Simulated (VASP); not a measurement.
# As (R-3m) in VASP: further runs, part 2 of 3

VASP 6.6.1.

**3. Single point, PBEsol (strain +0.0500 x Voigt [1, 1, 0, 0, 0, 0])**

INCAR reads:

```
SYSTEM = As
PREC = Accurate
ENCUT = 520
EDIFF = 1E-6
ISMEAR = 0
SIGMA = 0.15
LREAL = .False.
LASPH = .True.
NELM = 80
ALGO = Normal
ISIF = 2
LWAVE = .False.
LCHARG = .False.
GGA = PS
NBANDS = 12
```

KPOINTS reads:

```
Automatic mesh
0
Gamma
  18 18 18
  0 0 0
```

POSCAR reads:

```
As
1.0
    1.9737369304      1.1395375481      3.4857700000
   -1.9737369304      1.1395375481      3.4857700000
    0.0000000000     -2.2790750961      3.4857700000
As
2
Direct
    0.2275400000      0.2275400000      0.2275400000
    0.7724600000      0.7724600000      0.7724600000
```

Potentials or basis: VASP PAW PBE potentials, release 64 (As).

Launch:

```sh
> cat potpaw_PBE.64/As/POTCAR > POTCAR
> mpirun -np 1 vasp_std > vasp.out
```

OUTCAR:

```text
SYSTEM = As
   PREC = Accurate
   ENCUT = 520
   EDIFF = 1E-6
   ISMEAR = 0
   LREAL = .False.
   LASPH = .True.
   NELM = 80
   ISIF = 2
   GGA = PS

 ion  position               nearest neighbor table
   1  0.228  0.228  0.228-   2 2.61   2 2.61   2 2.61
   2  0.772  0.772  0.772-   1 2.61   1 2.61   1 2.61

  LATTYP: Found a trigonal (rhomboedric) cell.
 ALAT       =     4.1647059664
 COS(alpha) =     0.5507999044

  Lattice vectors:

 A1 = (   1.9737369304,   1.1395375481,   3.4857700000)
 A2 = (  -1.9737369304,   1.1395375481,   3.4857700000)
 A3 = (   0.0000000000,  -2.2790750961,   3.4857700000)

Analysis of symmetry for initial positions (statically):
=====================================================================
 Subroutine PRICEL returns:
 Original cell was already a primitive cell.

 Routine SETGRP: Setting up the symmetry group for a
 trigonal (rhombohedral) supercell.

 Subroutine GETGRP returns: Found 12 space group operations
 (whereof 12 operations were pure point group operations)
 out of a pool of 12 trial point group operations.

The static configuration has the point symmetry D_3d.

Analysis of symmetry for dynamics (positions and initial velocities):
=====================================================================
 Subroutine PRICEL returns:
 Original cell was already a primitive cell.

 Routine SETGRP: Setting up the symmetry group for a
 trigonal (rhombohedral) supercell.

 Subroutine GETGRP returns: Found 12 space group operations
 (whereof 12 operations were pure point group operations)
 out of a pool of 12 trial point group operations.

The dynamic configuration has the point symmetry D_3d.

 Subroutine INISYM returns: Found 12 space group operations
 (whereof 12 operations are pure point group operations),
 and found     1 'primitive' translations

----------------------------------------------------------------------------------------

                                     Primitive cell

  volume of cell :      47.0401
[... 118 lines left out ...]
   LEPSILON=     F    determine dielectric tensor
   LRPA    =     F    only Hartree local field effects (RPA)
 non-spin polarized calculation
 Gauss-broadening in eV      SIGMA  =   0.15
  energy-cutoff  :      520.00
  volume of cell :       47.04
 maximum number of plane-waves:      1297
   NGX = 15   NGY = 15   NGZ = 15

 number of electron      10.0000000 magnetization

 Free energy of the ion-electron system (eV)
  ---------------------------------------------------
  ext. energy  EPLUGINS =         0.00000000
  ---------------------------------------------------
  free energy    TOTEN  =       -10.10207609 eV

  energy without entropy =      -10.09963050  energy(sigma->0) =      -10.10085329

 E-fermi :   4.2721     XC(G=0):  -9.7519

 val. band max:        4.2646838925   @ k =   0.3889   0.2778   0.2222
 cond. band min:       4.2850846662   @ k =  -0.4444   0.5000   0.4444
 fundamental gap:      0.0204007737
 Fermi energy:         4.2721200623

 k-point     1 :       0.0000    0.0000    0.0000
  band No.  band energies     occupation
      1      -9.8376      2.00000
      2      -1.7944      2.00000
      3       2.3919      2.00000
      4       2.3919      2.00000
      5       2.4862      2.00000
      6       6.1000      0.00000
      7       7.1724      0.00000
      8       7.1724      0.00000
      9      10.9175      0.00000
     10      10.9175      0.00000
     11      11.4291      0.00000
     12      12.6887      0.00000
[... 331 lines left out ...]
 k-point    24 :      -0.2222    0.0556    0.0000
  band No.  band energies     occupation
      1      -9.1107      2.00000
      2      -3.7139      2.00000
      3       1.7546      2.00000
      4       2.4732      2.00000
      5       3.0047      2.00000
      6       5.4864      0.00000
      7       5.9162      0.00000
      8       6.8245      0.00000
      9      10.0968      0.00000
     10      11.1402      0.00000
     11      12.0500      0.00000
     12      14.9299      0.00000

 [... further k-points ...]

------------------------ aborting loop because EDIFF is reached ----------------------------------------

  FORCE on cell =-STRESS in cart. coord.  units (eV):
  Direction    XX          YY          ZZ          XY          YZ          ZX
  --------------------------------------------------------------------------------------
  -------------------------------------------------------------------------------------
  Total       -2.2578525     -2.2578525     -1.2133968      0.0000000     -0.0000000      0.0000000
  in kB      -76.9021098    -76.9021098    -41.3281087      0.0000000     -0.0000000      0.0000000
  external PRESSURE =     -65.0441094 kB  Pullay stress =       0.0000000 kB

 VOLUME and BASIS-vectors are now :
 -----------------------------------------------------------------------------
  energy-cutoff  :      520.00
  volume of cell :       47.04
      direct lattice vectors                 reciprocal lattice vectors
     1.973736930  1.139537548  3.485770000     0.253326567  0.146258161  0.095626887
    -1.973736930  1.139537548  3.485770000    -0.253326567  0.146258161  0.095626887
     0.000000000 -2.279075096  3.485770000     0.000000000 -0.292516323  0.095626887

 POSITION                                       TOTAL-FORCE (eV/Angst)
 -----------------------------------------------------------------------------------
      0.00000      0.00000      2.37946         0.000000     -0.000000     -0.214770
      0.00000      0.00000      8.07785         0.000000      0.000000      0.214770
 -----------------------------------------------------------------------------------
    total drift:                               -0.000000      0.000000     -0.000000

  FREE ENERGIE OF THE ION-ELECTRON SYSTEM (eV)
  ---------------------------------------------------
  free  energy   TOTEN  =       -10.1020760875 eV

  energy  without entropy=      -10.0996304951  energy(sigma->0) =      -10.10085329
```

stdout:

```text
POSCAR found type information on POSCAR As
 POSCAR found :  1 types and       2 ions
 scaLAPACK will be used
 -----------------------------------------------------------------------------
|                                                                             |
|                                                                             |
|     You enforced a specific xc type in the INCAR file but a different       |
|     I HOPE YOU KNOW WHAT YOU ARE DOING!                                     |
|                                                                             |
 -----------------------------------------------------------------------------

 LDA part: xc-table for (Slater+PW92), standard interpolation
 POSCAR, INCAR and KPOINTS ok, starting setup
 FFT: planning ... GRIDC
 FFT: planning ... GRID_SOFT
 FFT: planning ... GRID
 WAVECAR not read
 entering main loop
```

Run time: 86 s. Hardware: 1 thread of Intel Xeon 6975P-C (Granite Rapids), shared host; peak memory 0.4 GiB.

What came out:

```yaml
Free_energy: -10.1021 eV
Pressure: -6.5 GPa
Largest_force: 0.215 eV/Å
Band_gap_on_the_k_mesh: zero (band 5 reaches 4.26 eV, above the bottom of band 6 at 4.02 eV)
```

Forces on the atoms (eV/Å):
```
As   0.000  0.000 -0.215
As   0.000  0.000  0.215
```

Stress tensor (GPa, compression positive):
```
-7.69  0.00  0.00
 0.00 -7.69  0.00
 0.00  0.00 -4.13
```

Levels at points of the mesh, in eV from the Fermi level:
| k point | band 3 | band 4 | band 5 | band 6 | band 7 | band 8 |
| --- | --- | --- | --- | --- | --- | --- |
| (0.00, 0.00, 0.00) | -1.88 | -1.88 | -1.79 | 1.83 | 2.90 | 2.90 |
| (0.50, 0.00, 0.00) | -2.37 | -2.08 | -0.33 | -0.25 | 0.72 | 1.28 |
| (0.50, 0.50, 0.00) | -5.48 | -3.78 | -3.59 | 1.79 | 5.17 | 6.38 |
| (0.50, 0.50, 0.50) | -1.60 | -1.60 | -1.06 | 0.62 | 0.62 | 1.40 |

Caveat: the cell differs from its parent crystal (strain +0.0500 x Voigt [1, 1, 0, 0, 0, 0]); the PAW data sets were made with another functional, which shifts forces and pressure a little.

**4. Single point, PBEsol (strain +0.0750 x Voigt [1, 1, 0, 0, 0, 0])**

INCAR reads:

```
PREC = Accurate
ENCUT = 520
EDIFF = 1E-7
ISMEAR = 0
SIGMA = 0.15
LREAL = F
LASPH = T
NELM = 80
ALGO = Normal
ISIF = 2
LWAVE = F
LCHARG = T
GGA = PS
LELF = T
LVHAR = T
NBANDS = 12
```

KPOINTS reads:

```
Automatic mesh
0
Gamma
  18 18 18
```

POSCAR reads:

```
As
1.0
    2.0207306668      1.1666693944      3.4857700000
   -2.0207306668      1.1666693944      3.4857700000
    0.0000000000     -2.3333387889      3.4857700000
As
2
Direct
    0.2275400000      0.2275400000      0.2275400000
    0.7724600000      0.7724600000      0.7724600000
```

Potentials or basis: VASP PAW PBE potentials, release 64 (As).

Launch:

```sh
> cat potpaw_PBE.64/As/POTCAR > POTCAR
> mpirun -np 1 vasp_std > vasp.out
```

OUTCAR:

```text
PREC = Accurate
   ENCUT = 520
   EDIFF = 1E-7
   ISMEAR = 0
   LREAL = F
   LASPH = T
   NELM = 80
   ISIF = 2
   GGA = PS

 ion  position               nearest neighbor table
   1  0.228  0.228  0.228-   2 2.66   2 2.66   2 2.66
   2  0.772  0.772  0.772-   1 2.66   1 2.66   1 2.66

  LATTYP: Found a trigonal (rhomboedric) cell.
 ALAT       =     4.1946468739
 COS(alpha) =     0.5358524641

  Lattice vectors:

 A1 = (   2.0207306668,   1.1666693944,   3.4857700000)
 A2 = (  -2.0207306668,   1.1666693944,   3.4857700000)
 A3 = (   0.0000000000,  -2.3333387889,   3.4857700000)

Analysis of symmetry for initial positions (statically):
=====================================================================
 Subroutine PRICEL returns:
 Original cell was already a primitive cell.

 Routine SETGRP: Setting up the symmetry group for a
 trigonal (rhombohedral) supercell.

 Subroutine GETGRP returns: Found 12 space group operations
 (whereof 12 operations were pure point group operations)
 out of a pool of 12 trial point group operations.

The static configuration has the point symmetry D_3d.

Analysis of symmetry for dynamics (positions and initial velocities):
=====================================================================
 Subroutine PRICEL returns:
 Original cell was already a primitive cell.

 Routine SETGRP: Setting up the symmetry group for a
 trigonal (rhombohedral) supercell.

 Subroutine GETGRP returns: Found 12 space group operations
 (whereof 12 operations were pure point group operations)
 out of a pool of 12 trial point group operations.

The dynamic configuration has the point symmetry D_3d.

 Subroutine INISYM returns: Found 12 space group operations
 (whereof 12 operations are pure point group operations),
 and found     1 'primitive' translations

----------------------------------------------------------------------------------------
[... 115 lines left out ...]
  Fermi-wavevector in a.u.,A,eV,Ry     =   0.961847  1.817628 12.587431  0.925150
  Thomas-Fermi vector in A             =   2.091255
   LORBIT       =      0    0 simple, 1 ext, 2 COOP (PROOUT), +10 PAW based schemes
   GGA     = PS    functional components
   LHFCALC =     F    Hartree Fock is set to
   AEXX    =    0.0000 exact exchange contribution
   IVDW    =     0    specifies the selected vdW correction
   LEPSILON=     F    determine dielectric tensor
   LRPA    =     F    only Hartree local field effects (RPA)
 non-spin polarized calculation
 Gauss-broadening in eV      SIGMA  =   0.15
  energy-cutoff  :      520.00
  volume of cell :       49.31
 maximum number of plane-waves:      1354
   NGX = 15   NGY = 15   NGZ = 15

 number of electron      10.0000000 magnetization

 Free energy of the ion-electron system (eV)
  ---------------------------------------------------
  ext. energy  EPLUGINS =         0.00000000
  ---------------------------------------------------
  free energy    TOTEN  =        -9.97138036 eV

  energy without entropy =       -9.96891354  energy(sigma->0) =       -9.97014695

 E-fermi :   3.7283     XC(G=0):  -9.5615

 val. band max:        3.7213411987   @ k =   0.3889   0.2222   0.1667
 cond. band min:       3.7357015694   @ k =  -0.4444   0.5000   0.4444
 fundamental gap:      0.0143603707
 Fermi energy:         3.7282568400

 k-point     1 :       0.0000    0.0000    0.0000
  band No.  band energies     occupation
      1      -9.9208      2.00000
      2      -2.4904      2.00000
      3       1.9439      2.00000
      4       1.9439      2.00000
      5       2.2851      2.00000
      6       5.6195      0.00000
      7       6.6273      0.00000
      8       6.6273      0.00000
      9      10.3645      0.00000
     10      10.3645      0.00000
     11      10.9660      0.00000
     12      11.8854      0.00000
[... 331 lines left out ...]
 k-point    24 :      -0.2222    0.0556    0.0000
  band No.  band energies     occupation
      1      -9.2397      2.00000
      2      -4.2268      2.00000
      3       1.3942      2.00000
      4       2.1901      2.00000
      5       2.6400      2.00000
      6       4.9793      0.00000
      7       5.3958      0.00000
      8       6.2868      0.00000
      9       9.6484      0.00000
     10      10.7816      0.00000
     11      11.4214      0.00000
     12      14.1337      0.00000

 [... further k-points ...]
[... 5 lines left out ...]
  --------------------------------------------------------------------------------------
  -------------------------------------------------------------------------------------
  Total       -3.2761335     -3.2761335     -1.6253239      0.0000000      0.0000000      0.0000000
  in kB     -106.4549741   -106.4549741    -52.8134180      0.0000000      0.0000000      0.0000000
  external PRESSURE =     -88.5744554 kB  Pullay stress =       0.0000000 kB

 VOLUME and BASIS-vectors are now :
 -----------------------------------------------------------------------------
  energy-cutoff  :      520.00
  volume of cell :       49.31
      direct lattice vectors                 reciprocal lattice vectors
     2.020730667  1.166669394  3.485770000     0.247435251  0.142856809  0.095626887
    -2.020730667  1.166669394  3.485770000    -0.247435251  0.142856809  0.095626887
     0.000000000 -2.333338789  3.485770000     0.000000000 -0.285713618  0.095626887

 POSITION                                       TOTAL-FORCE (eV/Angst)
 -----------------------------------------------------------------------------------
      0.00000     -0.00000      2.37946         0.000000      0.000000     -0.366545
      0.00000     -0.00000      8.07785         0.000000     -0.000000      0.366545
 -----------------------------------------------------------------------------------
    total drift:                               -0.000000      0.000000     -0.000000

  FREE ENERGIE OF THE ION-ELECTRON SYSTEM (eV)
  ---------------------------------------------------
  free  energy   TOTEN  =        -9.9713803579 eV

  energy  without entropy=       -9.9689135362  energy(sigma->0) =       -9.97014695
```

OSZICAR:

```text
N       E                     dE             d eps       ncg     rms          rms(c)
DAV:   1     0.277216575897E+02    0.27722E+02   -0.40325E+03 13920   0.680E+02
DAV:   2    -0.829139213546E+01   -0.36013E+02   -0.34475E+02 18684   0.106E+02
DAV:   3    -0.998139732000E+01   -0.16900E+01   -0.16807E+01 17696   0.239E+01
DAV:   4    -0.999095908787E+01   -0.95618E-02   -0.95609E-02 15664   0.206E+00
DAV:   5    -0.999098778478E+01   -0.28697E-04   -0.28697E-04 17468   0.124E-01    0.259E+00
DAV:   6    -0.997869360992E+01    0.12294E-01   -0.43045E-03 15824   0.361E-01    0.152E+00
DAV:   7    -0.997137821330E+01    0.73154E-02   -0.91375E-03 15896   0.543E-01    0.829E-02
DAV:   8    -0.997136802847E+01    0.10185E-04   -0.50204E-04 16416   0.123E-01    0.227E-02
DAV:   9    -0.997138091920E+01   -0.12891E-04   -0.26918E-05 17056   0.324E-02    0.100E-02
DAV:  10    -0.997138053816E+01    0.38104E-06   -0.23823E-06 16412   0.796E-03    0.264E-03
DAV:  11    -0.997138033147E+01    0.20669E-06   -0.19065E-07 15132   0.285E-03    0.102E-03
DAV:  12    -0.997138035789E+01   -0.26418E-07   -0.16026E-08  8636   0.875E-04
   1 F= -.99713804E+01 E0= -.99701469E+01  d E =-.246682E-02
```

stdout:

```text
POSCAR found type information on POSCAR As
 POSCAR found :  1 types and       2 ions
 scaLAPACK will be used
 -----------------------------------------------------------------------------
|                                                                             |
|                                                                             |
|     You enforced a specific xc type in the INCAR file but a different       |
|     I HOPE YOU KNOW WHAT YOU ARE DOING!                                     |
|                                                                             |
 -----------------------------------------------------------------------------

 LDA part: xc-table for (Slater+PW92), standard interpolation
 POSCAR, INCAR and KPOINTS ok, starting setup
 FFT: planning ... GRIDC
 FFT: planning ... GRID_SOFT
 FFT: planning ... GRID
 WAVECAR not read
 entering main loop
```

Run time: 1.8 min. Hardware: 1 thread of Intel Xeon 6975P-C (Granite Rapids), shared host; peak memory 0.4 GiB.

Results:

```
Free energy            : -9.9714 eV
Pressure               : -8.9 GPa
Largest force          : 0.367 eV/Å
Band gap on the k mesh : zero (band 5 reaches 3.72 eV, above the bottom of band 6 at 3.54 eV)
```

Forces on the atoms (eV/Å):
```
As   0.000  0.000 -0.367
As   0.000  0.000  0.367
```

Caveat: the cell differs from its parent crystal (strain +0.0750 x Voigt [1, 1, 0, 0, 0, 0]); the PAW data sets were made with another functional, which shifts forces and pressure a little.

[end of part 2 of 3]
